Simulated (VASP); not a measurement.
# KTaO3 in VASP: a series of runs, part 2 of 3

VASP 6.6.1. Earlier steps stand in the parts before.

**3. Electric field gradients, LDA (equal xx and yy strain of -2 %)**

Contents of INCAR:

```
  PREC = Accurate
  ENCUT = 520
  EDIFF = 1E-8
  ISMEAR = -1
  SIGMA = 0.01
  LREAL = F
  LASPH = T
  NELM = 80
  ALGO = Normal
  ISIF = 2
  LWAVE = F
  LCHARG = F
  LEFG = T
  NBANDS = 27
```

Contents of KPOINTS:

```
Automatic mesh
0
Gamma
  5 5 5
```

Contents of POSCAR:

```
KTaO3
1.0
    3.9085340000      0.0000000000      0.0000000000
    0.0000000000      3.9085340000      0.0000000000
    0.0000000000      0.0000000000      3.9883000000
K Ta O
1 1 3
Direct
    0.5000000000      0.5000000000      0.5000000000
    0.0000000000      0.0000000000      0.0000000000
    0.5000000000      0.0000000000      0.0000000000
    0.0000000000      0.5000000000      0.0000000000
    0.0000000000      0.0000000000      0.5000000000
```

Potentials or basis: VASP PAW LDA potentials, release 64 (K_sv, Ta_pv, O).

Launch:

```
$ cat potpaw_LDA.64/K_sv/POTCAR potpaw_LDA.64/Ta_pv/POTCAR potpaw_LDA.64/O/POTCAR > POTCAR
$ mpirun -np 1 vasp_std > vasp.out
```

OUTCAR:

```text
PREC = Accurate
   ENCUT = 520
   EDIFF = 1E-8
   ISMEAR = -1
   LREAL = F
   LASPH = T
   NELM = 80
   ISIF = 2

 ion  position               nearest neighbor table
   1  0.500  0.500  0.500-   5 2.76   5 2.76   5 2.76   5 2.76   4 2.79   3 2.79   4 2.79   3 2.79
                             4 2.79   3 2.79   4 2.79   3 2.79   2 3.41   2 3.41   2 3.41   2 3.41
   2  0.000  0.000  0.000-   3 1.95   4 1.95   4 1.95   3 1.95   5 1.99   5 1.99   1 3.41   1 3.41
                             1 3.41   1 3.41   1 3.41   1 3.41   1 3.41   1 3.41
   3  0.500  0.000  0.000-   2 1.95   2 1.95   1 2.79   1 2.79   1 2.79   1 2.79
   4  0.000  0.500  0.000-   2 1.95   2 1.95   1 2.79   1 2.79   1 2.79   1 2.79
   5  0.000  0.000  0.500-   2 1.99   2 1.99   1 2.76   1 2.76   1 2.76   1 2.76

  LATTYP: Found a simple tetragonal cell.
 ALAT       =     3.9085340000
 C/A-ratio  =     1.0204081633

  Lattice vectors:

 A1 = (   3.9085340000,   0.0000000000,   0.0000000000)
 A2 = (   0.0000000000,   3.9085340000,   0.0000000000)
 A3 = (   0.0000000000,   0.0000000000,   3.9883000000)

Analysis of symmetry for initial positions (statically):
=====================================================================
 Subroutine PRICEL returns:
 Original cell was already a primitive cell.

 Routine SETGRP: Setting up the symmetry group for a
 simple tetragonal supercell.

 Subroutine GETGRP returns: Found 16 space group operations
 (whereof 16 operations were pure point group operations)
 out of a pool of 16 trial point group operations.

The static configuration has the point symmetry D_4h.

Analysis of symmetry for dynamics (positions and initial velocities):
=====================================================================
 Subroutine PRICEL returns:
 Original cell was already a primitive cell.

 Routine SETGRP: Setting up the symmetry group for a
 simple tetragonal supercell.

 Subroutine GETGRP returns: Found 16 space group operations
 (whereof 16 operations were pure point group operations)
 out of a pool of 16 trial point group operations.

The dynamic configuration has the point symmetry D_4h.

 Subroutine INISYM returns: Found 16 space group operations
 (whereof 16 operations are pure point group operations),
 and found     1 'primitive' translations

----------------------------------------------------------------------------------------

                                     Primitive cell

  volume of cell :      60.9278

  direct lattice vectors                    reciprocal lattice vectors
     3.908534000  0.000000000  0.000000000     0.255850403  0.000000000  0.000000000
     0.000000000  3.908534000  0.000000000     0.000000000  0.255850403  0.000000000
     0.000000000  0.000000000  3.988300000     0.000000000  0.000000000  0.250733395

  length of vectors
     3.908534000  3.908534000  3.988300000     0.255850403  0.255850403  0.250733395

  position of ions in fractional coordinates (direct lattice)
     0.500000000  0.500000000  0.500000000
     0.000000000  0.000000000  0.000000000
     0.500000000  0.000000000  0.000000000
[... 94 lines left out ...]
     AMIX     =   0.40;   BMIX     =  1.00
     AMIX_MAG =   1.60;   BMIX_MAG =  1.00
  volume/ion in A,a.u.               =      12.19        82.23
  Fermi-wavevector in a.u.,A,eV,Ry     =   1.398720  2.643198 26.618683  1.956418
  Thomas-Fermi vector in A             =   2.521850
   LORBIT       =      0    0 simple, 1 ext, 2 COOP (PROOUT), +10 PAW based schemes
   GGA     = CA    functional components
   LHFCALC =     F    Hartree Fock is set to
   AEXX    =    0.0000 exact exchange contribution
   IVDW    =     0    specifies the selected vdW correction
   LEPSILON=     F    determine dielectric tensor
   LRPA    =     F    only Hartree local field effects (RPA)
 non-spin polarized calculation
  energy-cutoff  :      520.00
  volume of cell :       60.93
 maximum number of plane-waves:      1650
 NGX is ok and might be reduce to    30
   NGX = 15   NGY = 15   NGZ = 15

 number of electron      37.9999997 magnetization

 Free energy of the ion-electron system (eV)
  ---------------------------------------------------
  ext. energy  EPLUGINS =         0.00000000
  ---------------------------------------------------
  free energy    TOTEN  =       -45.01413801 eV

  energy without entropy =      -45.01413801  energy(sigma->0) =      -45.01413801

 E-fermi :   2.0161     XC(G=0): -11.6372

 val. band max:        1.6946771937   @ k =   0.4000   0.4000   0.4000
 cond. band min:       3.8976246032   @ k =   0.0000   0.0000   0.0000
 fundamental gap:      2.2029474095
 Fermi energy:         2.0161434925

 k-point     1 :       0.0000    0.0000    0.0000
  band No.  band energies     occupation
      1     -31.9474      2.00000
      2     -31.9474      2.00000
      3     -31.9048      2.00000
      4     -25.0350      2.00000
      5     -15.6200      2.00000
      6     -14.9458      2.00000
[... 529 lines left out ...]
     26      13.0048      0.00000
     27      13.6096      0.00000

------------------------ aborting loop because EDIFF is reached ----------------------------------------

  FORCE on cell =-STRESS in cart. coord.  units (eV):
  Direction    XX          YY          ZZ          XY          YZ          ZX
  --------------------------------------------------------------------------------------
  -------------------------------------------------------------------------------------
  Total        2.8168827      2.8168827     -0.4775415      0.0000000      0.0000000      0.0000000
  in kB       74.0736479     74.0736479    -12.5575831      0.0000000      0.0000000      0.0000000
  external PRESSURE =      45.1965709 kB  Pullay stress =       0.0000000 kB

 VOLUME and BASIS-vectors are now :
 -----------------------------------------------------------------------------
  energy-cutoff  :      520.00
  volume of cell :       60.93
      direct lattice vectors                 reciprocal lattice vectors
     3.908534000  0.000000000  0.000000000     0.255850403  0.000000000  0.000000000
     0.000000000  3.908534000  0.000000000     0.000000000  0.255850403  0.000000000
     0.000000000  0.000000000  3.988300000     0.000000000  0.000000000  0.250733395

 POSITION                                       TOTAL-FORCE (eV/Angst)
 -----------------------------------------------------------------------------------
      1.95427      1.95427      1.99415         0.000000      0.000000      0.000000
      0.00000      0.00000      0.00000         0.000000      0.000000      0.000000
      1.95427      0.00000      0.00000         0.000000      0.000000      0.000000
      0.00000      1.95427      0.00000         0.000000      0.000000      0.000000
      0.00000      0.00000      1.99415         0.000000      0.000000      0.000000
 -----------------------------------------------------------------------------------
    total drift:                                0.000000     -0.000000      0.000000

  FREE ENERGIE OF THE ION-ELECTRON SYSTEM (eV)
  ---------------------------------------------------
  free  energy   TOTEN  =       -45.0141380132 eV

  energy  without entropy=      -45.0141380132  energy(sigma->0) =      -45.01413801

 Electric field gradients (V/A^2)
---------------------------------------------------------------------
 ion       V_xx      V_yy      V_zz      V_xy      V_xz      V_yz
---------------------------------------------------------------------
   1      -1.226    -1.226     2.452    -0.000     0.000    -0.000
   2     -59.530   -59.530   119.061    -0.000    -0.000    -0.000
   3       4.240    -4.845     0.605     0.000     0.000     0.000
   4      -4.845     4.240     0.605     0.000    -0.000    -0.000
   5      -8.514    -8.514    17.029     0.000     0.000    -0.000
---------------------------------------------------------------------

 Electric field gradients after diagonalization (V/A^2)
 (convention: |V_zz| > |V_xx| > |V_yy|)
----------------------------------------------------------------------
 ion       V_xx      V_yy      V_zz     asymmetry (V_yy - V_xx)/ V_zz
----------------------------------------------------------------------
   1      -1.226    -1.226     2.452       0.000
   2     -59.530   -59.530   119.061       0.000
   3       4.240     0.605    -4.845       0.750
   4       4.240     0.605    -4.845       0.750
   5      -8.514    -8.514    17.029       0.000
----------------------------------------------------------------------

           NMR quadrupolar parameters

 Cq : quadrupolar parameter    Cq=e*Q*V_zz/h
 eta: asymmetry parameters     (V_yy - V_xx)/ V_zz
 Q  : nuclear electric quadrupole moment in mb (millibarn)
----------------------------------------------------------------------
 ion       Cq(MHz)       eta       Q (mb)
----------------------------------------------------------------------
   1       0.006       0.000       1.000
   2       0.288       0.000       1.000
   3      -0.012       0.750       1.000
   4      -0.012       0.750       1.000
   5       0.041       0.000       1.000
----------------------------------------------------------------------
```

OSZICAR:

```text
N       E                     dE             d eps       ncg     rms          rms(c)
DAV:   1     0.327294693299E+03    0.32729E+03   -0.20935E+04   972   0.143E+03
DAV:   2    -0.333019568604E+02   -0.36060E+03   -0.34923E+03  1135   0.415E+02
DAV:   3    -0.525188103626E+02   -0.19217E+02   -0.19125E+02  1357   0.928E+01
DAV:   4    -0.532101699860E+02   -0.69136E+00   -0.69010E+00  1621   0.118E+01
DAV:   5    -0.532147863640E+02   -0.46164E-02   -0.46158E-02  1274   0.876E-01    0.368E+01
DAV:   6    -0.453480987983E+02    0.78667E+01   -0.32773E+01  1116   0.396E+01    0.144E+01
DAV:   7    -0.451180630113E+02    0.23004E+00   -0.18101E+00  1324   0.856E+00    0.996E+00
DAV:   8    -0.450293792057E+02    0.88684E-01   -0.34452E-01  1152   0.482E+00    0.259E+00
DAV:   9    -0.450152868233E+02    0.14092E-01   -0.30646E-02  1220   0.138E+00    0.274E-01
DAV:  10    -0.450142910075E+02    0.99582E-03   -0.10357E-02  1345   0.667E-01    0.163E-01
DAV:  11    -0.450141398040E+02    0.15120E-03   -0.11536E-03  1227   0.218E-01    0.401E-02
DAV:  12    -0.450141379999E+02    0.18041E-05   -0.40951E-05  1404   0.497E-02    0.577E-03
DAV:  13    -0.450141380970E+02   -0.97131E-07   -0.26100E-06  1249   0.119E-02    0.590E-03
DAV:  14    -0.450141380218E+02    0.75218E-07   -0.27546E-07  1519   0.355E-03    0.210E-03
DAV:  15    -0.450141380132E+02    0.85665E-08   -0.32478E-08  1142   0.130E-03
   1 F= -.45014138E+02 E0= -.45014138E+02  d E =-.461694E-15
```

Wall time 80 s (1 thread of Intel Xeon 8259CL, shared host); peak memory 0.17 GiB.

Results:

```
Free energy                             : -45.0141 eV
Pressure                                : 4.5 GPa
Band gap on the k mesh                  : 2.20 eV (least direct gap 2.67 eV)
Largest electric field gradient by atom : K +2.5; Ta +119.1; O -4.8, +17.0 (each value once) V/Å²
```

Stress tensor (GPa, compression positive):
```
 7.41  0.00  0.00
 0.00  7.41  0.00
 0.00  0.00 -1.26
```

Electric field gradients, principal values (V/Å²):
```
atom    least   middle  greatest (by size)
 1 K   -1.226   -1.226               2.452
2 Ta  -59.530  -59.530             119.061
 3 O    0.605    4.240              -4.845
 4 O    0.605    4.240              -4.845
 5 O   -8.514   -8.514              17.029
```

Caveat: the cell differs from its parent crystal (equal xx and yy strain of -2 %); the cell stands under pressure; without QUAD_EFG the Cq values of the log hold for a quadrupole moment of 1 mb, not for the nuclei; spin-orbit coupling is left out, which moves the levels of the heavy elements; an odd mesh through Γ misses points on the zone boundary, where band edges can lie.

**4. Electric field gradients, LDA (equal xx and yy strain of +1 %)**

Contents of INCAR:

```
SYSTEM = KTaO3
ALGO = Normal ; EDIFF = 1E-8
ENCUT = 520 ; GGA = CA
ISIF = 2 ; ISMEAR = -1
LASPH = .True. ; LCHARG = .False.
LEFG = .True. ; LREAL = .False.
LWAVE = .False. ; NBANDS = 27
NELM = 60 ; PREC = Accurate
SIGMA = 0.01
```

Contents of KPOINTS:

```
k-points
0
Gamma
  5 5 5
  0 0 0
```

POSCAR: that of step 3 with these lines changed.

```diff
@@ -2,4 +2,4 @@
 1.0
-    3.9085340000      0.0000000000      0.0000000000
-    0.0000000000      3.9085340000      0.0000000000
+    4.0281830000      0.0000000000      0.0000000000
+    0.0000000000      4.0281830000      0.0000000000
     0.0000000000      0.0000000000      3.9883000000
```

Potentials or basis: VASP PAW LDA potentials, release 64 (K_sv, Ta_pv, O).

Launch:

```
$ cat potpaw_LDA.64/K_sv/POTCAR potpaw_LDA.64/Ta_pv/POTCAR potpaw_LDA.64/O/POTCAR > POTCAR
$ mpirun -np 1 vasp_std > vasp.out
```

OUTCAR:

```text
SYSTEM = KTaO3
   EDIFF = 1E-8
   ENCUT = 520
   GGA = CA
   ISIF = 2
   ISMEAR = -1
   LASPH = .True.
   LREAL = .False.
   NELM = 60
   PREC = Accurate

 ion  position               nearest neighbor table
   1  0.500  0.500  0.500-   3 2.83   4 2.83   3 2.83   4 2.83   3 2.83   3 2.83   4 2.83   4 2.83
                             5 2.85   5 2.85   5 2.85   5 2.85   2 3.48   2 3.48   2 3.48   2 3.48
   2  0.000  0.000  0.000-   5 1.99   5 1.99   3 2.01   4 2.01   4 2.01   3 2.01   1 3.48   1 3.48
                             1 3.48   1 3.48   1 3.48   1 3.48   1 3.48   1 3.48
   3  0.500  0.000  0.000-   2 2.01   2 2.01   1 2.83   1 2.83   1 2.83   1 2.83
   4  0.000  0.500  0.000-   2 2.01   2 2.01   1 2.83   1 2.83   1 2.83   1 2.83
   5  0.000  0.000  0.500-   2 1.99   2 1.99   1 2.85   1 2.85   1 2.85   1 2.85

  LATTYP: Found a simple tetragonal cell.
 ALAT       =     4.0281830000
 C/A-ratio  =     0.9900990099

  Lattice vectors:

 A1 = (   4.0281830000,   0.0000000000,   0.0000000000)
 A2 = (   0.0000000000,   4.0281830000,   0.0000000000)
 A3 = (   0.0000000000,   0.0000000000,   3.9883000000)
[... 745 lines left out ...]
      0.00000      2.01409      0.00000         0.000000      0.000000      0.000000
      0.00000      0.00000      1.99415         0.000000      0.000000      0.000000
 -----------------------------------------------------------------------------------
    total drift:                                0.000000     -0.000000      0.000000

  FREE ENERGIE OF THE ION-ELECTRON SYSTEM (eV)
  ---------------------------------------------------
  free  energy   TOTEN  =       -44.9827514681 eV

  energy  without entropy=      -44.9827514681  energy(sigma->0) =      -44.98275147

 Electric field gradients (V/A^2)
---------------------------------------------------------------------
 ion       V_xx      V_yy      V_zz      V_xy      V_xz      V_yz
---------------------------------------------------------------------
   1       0.485     0.485    -0.969    -0.000    -0.000     0.000
   2      27.121    27.121   -54.243     0.000     0.000    -0.000
   3      19.688    -8.529   -11.159     0.000     0.000     0.000
   4      -8.529    19.688   -11.159    -0.000     0.000    -0.000
   5      -6.810    -6.810    13.620     0.000     0.000    -0.000
---------------------------------------------------------------------

 Electric field gradients after diagonalization (V/A^2)
 (convention: |V_zz| > |V_xx| > |V_yy|)
----------------------------------------------------------------------
 ion       V_xx      V_yy      V_zz     asymmetry (V_yy - V_xx)/ V_zz
----------------------------------------------------------------------
   1       0.485     0.485    -0.969       0.000
   2      27.121    27.121   -54.243       0.000
   3     -11.159    -8.529    19.688       0.134
   4     -11.159    -8.529    19.688       0.134
   5      -6.810    -6.810    13.620       0.000
----------------------------------------------------------------------

           NMR quadrupolar parameters

 Cq : quadrupolar parameter    Cq=e*Q*V_zz/h
 eta: asymmetry parameters     (V_yy - V_xx)/ V_zz
 Q  : nuclear electric quadrupole moment in mb (millibarn)
----------------------------------------------------------------------
 ion       Cq(MHz)       eta       Q (mb)
----------------------------------------------------------------------
   1      -0.002       0.000       1.000
   2      -0.131       0.000       1.000
   3       0.048       0.134       1.000
   4       0.048       0.134       1.000
   5       0.033       0.000       1.000
----------------------------------------------------------------------
```

OSZICAR:

```text
N       E                     dE             d eps       ncg     rms          rms(c)
DAV:   1     0.321320345621E+03    0.32132E+03   -0.20490E+04   972   0.141E+03
DAV:   2    -0.335654229313E+02   -0.35489E+03   -0.34285E+03  1132   0.411E+02
DAV:   3    -0.527592957691E+02   -0.19194E+02   -0.19106E+02  1400   0.916E+01
DAV:   4    -0.533745190933E+02   -0.61522E+00   -0.61406E+00  1632   0.112E+01
DAV:   5    -0.533778964325E+02   -0.33773E-02   -0.33768E-02  1297   0.832E-01    0.326E+01
DAV:   6    -0.453782885298E+02    0.79996E+01   -0.34191E+01  1136   0.387E+01    0.126E+01
DAV:   7    -0.450991856526E+02    0.27910E+00   -0.22779E+00  1248   0.905E+00    0.888E+00
DAV:   8    -0.450054199284E+02    0.93766E-01   -0.45185E-01  1195   0.537E+00    0.259E+00
DAV:   9    -0.449847061341E+02    0.20714E-01   -0.38906E-02  1195   0.158E+00    0.339E-01
DAV:  10    -0.449830195917E+02    0.16865E-02   -0.16862E-02  1310   0.813E-01    0.183E-01
DAV:  11    -0.449827673189E+02    0.25227E-03   -0.20262E-03  1208   0.266E-01    0.549E-02
DAV:  12    -0.449827537135E+02    0.13605E-04   -0.90614E-05  1402   0.736E-02    0.198E-02
DAV:  13    -0.449827516267E+02    0.20868E-05   -0.14442E-05  1344   0.237E-02    0.534E-03
DAV:  14    -0.449827514706E+02    0.15612E-06   -0.12558E-06  1261   0.925E-03    0.104E-03
DAV:  15    -0.449827514681E+02    0.25539E-08   -0.63494E-08  1275   0.185E-03
   1 F= -.44982751E+02 E0= -.44982751E+02  d E =-.314756E-12
```

It took 82 s on 1 thread of Intel Xeon 8259CL, shared host; peak memory 0.17 GiB.

What came out:

```
Free energy                             : -44.9828 eV
Pressure                                : -8.2 GPa
Band gap on the k mesh                  : 2.08 eV (least direct gap 2.59 eV)
Largest electric field gradient by atom : K -1.0; Ta -54.2; O +19.7, +13.6 (each value once) V/Å²
```

Electric field gradients, principal values (V/Å²):
```
atom   least   middle  greatest (by size)
 1 K   0.485    0.485              -0.969
2 Ta  27.121   27.121             -54.243
 3 O  -8.529  -11.159              19.688
 4 O  -8.529  -11.159              19.688
 5 O  -6.810   -6.810              13.620
```

Caveat: the cell differs from its parent crystal (equal xx and yy strain of +1 %); the cell stands under tension; without QUAD_EFG the Cq values of the log hold for a quadrupole moment of 1 mb, not for the nuclei; spin-orbit coupling is left out, which moves the levels of the heavy elements; an odd mesh through Γ misses points on the zone boundary, where band edges can lie.

(Part 2 of 3 ends here.)
